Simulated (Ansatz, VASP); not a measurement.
**Sc in VASP and in Ansatz**

INCAR

```
PREC     = Accurate       # precision mode
ENCUT    = 500            # plane-wave cutoff, eV
EDIFF    = 1E-6           # SCF threshold, eV
ISMEAR   = -1             # smearing method
SIGMA    = 0.05           # smearing width, eV
LREAL    = F              # projectors in reciprocal space
LASPH    = T              # aspherical terms in the spheres
NELM     = 120            # most SCF steps
ALGO     = Normal         # electronic algorithm
ISIF     = 2              # what is computed and relaxed
LWAVE    = F              # write WAVECAR
LCHARG   = F              # write CHGCAR
GGA      = PS             # functional
NBANDS   = 18             # bands
GGA_COMPAT= F
```

Contents of KPOINTS:

```
Automatic mesh
0
Gamma
  9 9 5
```

Contents of POSCAR:

```
Sc
1.0
    3.3090000000      0.0000000000      0.0000000000
   -1.6545000000      2.8656780611      0.0000000000
    0.0000000000      0.0000000000      5.1678340000
Sc
2
Direct
    0.6666666667      0.3333333333      0.7500000000
    0.3333333333      0.6666666667      0.2500000000
```

The input input.yaml:

```yaml
crystal:
  lattice:
    - [3.309, 0.0, 0.0]
    - [-1.6545, 2.8656780611, 0.0]
    - [0.0, 0.0, 5.167834]
  atoms:
    - { symbol: Sc, position: [0.6666666667, 0.3333333333, 0.75] }
    - { symbol: Sc, position: [0.3333333333, 0.6666666667, 0.25] }
kpoints:
  mp_grid: { grid: [9, 9, 5] }
scf:
  occupations: { method: fermi_dirac, width: 0.05 }
hamiltonian:
  xc: pbesol
  pseudopotentials: { kind: all_electron, lapw: { basis_error: 0.001 } }
output:
  forces: true
  stress: true
  eigenvalues: true
```

Change from the starting cell: strain_z = -0.02.

Alike in both runs: task single point; functional PBEsol; k mesh 9 × 9 × 5; occupations fermi-dirac, width 0.05 eV; no spin polarisation.

|  | VASP | Ansatz |
| --- | --- | --- |
| version | VASP 6.6.1 | Ansatz 0.2.0 |
| potentials or method | VASP PAW PBE potentials, release 64 (Sc_sv), cutoff 500 eV | all-electron LAPW, scalar-relativistic |

```csv
,VASP,Ansatz,Ansatz less VASP
gap on the k mesh at the Fermi level (eV),none,none,-
pressure (GPa),-1.9,-1.9,+0.01
"traceless stress, the component that is largest in VASP (GPa)",-0.16,-0.16,-0.003
```

VASP's potentials were made for PBE, not for PBEsol. A gap of «none» marks a metal or a gap that the smearing closes. Ansatz ran all-electron here, and VASP with PAW potentials.
